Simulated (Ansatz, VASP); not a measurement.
# Two plane-wave programs on HfN

```
Hf N
1.0
     2.80892    0.00000    0.00000
     0.00000    2.80892    0.00000
     0.00000    0.00000    2.80892
Hf N
1 1
Cartesian
  0.0000 0.0000 0.0000
  1.4045 1.4045 1.4045
```

Alike in both runs: task single point; functional PBEsol; k mesh 12 × 12 × 12; occupations gaussian, width 0.05 eV; no spin polarisation.

|  | VASP | Ansatz |
| --- | --- | --- |
| version | VASP 6.6.1 | Ansatz 0.2.0 |
| potentials or method | VASP PAW PBE potentials, release 64 (Hf_pv, N), cutoff 520 eV | scalar-relativistic, plane waves, PAW |
| valence electrons in the cell | 15 | 31 |

```csv
,VASP,Ansatz,Ansatz less VASP
gap on the k mesh at the Fermi level (eV),none,none,-
pressure (GPa),-7.3,-4.8,+2.49
```

VASP's potentials were made for PBE, not for PBEsol. A gap of «none» marks a metal or a gap that the smearing closes. VASP's potentials hold 15 valence electrons a cell and Ansatz's 31, so a difference there can come from the potentials and not from the codes.

Spin-orbit coupling is off throughout.
